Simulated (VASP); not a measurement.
BaTiO3, 5 atoms in the cell. It takes space group P4/mmm (No. 123, tetragonal). The conventional cell has a = 4.112 Å, b = 4.112 Å, c = 5.036 Å, α = 90.00°, β = 90.00°, γ = 90.00°. Within 3.3 Å of Ba (site symmetry 4/mmm) lie 10 O at 2.52 to 3.25 Å. Ti (site symmetry 4/mmm) has 4 O at 2.06 Å within 2.7 Å. Within 2.7 Å of O (site symmetry mmm) lie 2 Ti at 2.06 Å and 2 O at 2.06 Å. O (site symmetry 4/mmm) has 4 O at 2.06 Å and 2 Ba at 2.52 Å within 2.7 Å. 

| Item | Value |
| --- | --- |
| Program | VASP 6.6.1 |
| Task | relaxation of cell and atoms |
| Functional | PBEsol |
| Potentials or basis | VASP PAW PBE potentials, release 64 (Ba_sv, Ti_sv, O) |
| Cutoff | 600 eV |
| k mesh | 6 × 6 × 4 |
| Occupations | fermi-dirac, width 0.05 eV |
| Spin | no spin polarisation |
| Target pressure | 2 GPa |
| Dipole correction | no |
| Further INCAR settings | ALGO = Normal; EDIFF = 1e-07; IBRION = 2; EDIFFG = -0.005; NSW = 80; ISIF = 3 |

Potentials or basis: VASP PAW PBE potentials, release 64 (Ba_sv, Ti_sv, O).

Launch:

```console
$ cat potpaw_PBE.64/Ba_sv/POTCAR potpaw_PBE.64/Ti_sv/POTCAR potpaw_PBE.64/O/POTCAR > POTCAR
$ mpirun -np 1 vasp_std > vasp.out
```

Hardware: 1 thread of Intel(R) Xeon(R) 6975P-C (Granite Rapids), with other jobs on the host.

Estimate the wall time of this run.

It took 2 min on 1 thread of Intel(R) Xeon(R) 6975P-C (Granite Rapids) (shared host), peak memory 0.28 GiB. Counts: scf iterations 58, k points 30, ion steps 4.
